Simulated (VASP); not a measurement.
A run of VASP 6.6.1:

Contents of POSCAR:

```
TiO2
1.0
    4.6987774953      0.0000000000      0.0000000000
    0.0000000000      4.6987774953      0.0000000000
    0.0000000000      0.0000000000      2.9965259244
Ti O
2 4
Direct
    0.0000000000      0.0000000000      0.0000000000
    0.5000000000      0.5000000000      0.5000000000
    0.3058030575      0.3058030575      0.0000000000
    0.1941969425      0.8058030575      0.5000000000
    0.6941969425      0.6941969425      0.0000000000
    0.8058030575      0.1941969425      0.5000000000
```

The input INCAR.step1:

```
SYSTEM = TiO2
  PREC = Accurate
  ENCUT = 600
  ISMEAR = 0
  SIGMA = 0.02
  LREAL = .FALSE.
  LASPH = .TRUE.
  NELM = 60
  GGA = PE
  ALGO = Normal
  EDIFF = 1E-4
  LWAVE = .TRUE.
  LCHARG = .FALSE.
```

Contents of INCAR.step2:

```
SYSTEM = TiO2
  PREC = Accurate
  ENCUT = 600
  EDIFF = 1E-7
  ISMEAR = 0
  SIGMA = 0.02
  LREAL = .FALSE.
  LASPH = .TRUE.
  NELM = 60
  ALGO = Normal
  ISIF = 4
  LWAVE = .FALSE.
  LCHARG = .FALSE.
  METAGGA = R2SCAN
  LMIXTAU = .TRUE.
  IBRION = 2
  NSW = 50
  EDIFFG = -0.01
  ISTART = 1
```

The input KPOINTS:

```
regular mesh
0
G
  6 6 10
  0 0 0
```

Potentials or basis: VASP PAW PBE potentials, release 64 (Ti_sv, O).

Run with:

```console
$ cat potpaw_PBE.64/Ti_sv/POTCAR potpaw_PBE.64/O/POTCAR > POTCAR
$ cp INCAR.step1 INCAR
$ mpirun -np 1 vasp_std > vasp.out
$ cp INCAR.step2 INCAR
$ mpirun -np 1 vasp_std > vasp.out
```

Hardware: 1 thread of Oxide Virtual Turin-like Processor, with other jobs on the host.

Q: How long does it take, and how much memory?

A: Run time: 13 min on 1 thread of Oxide Virtual Turin-like Processor (shared host), peak memory 0.25 GiB. Counts: k points 60, ion steps 3.
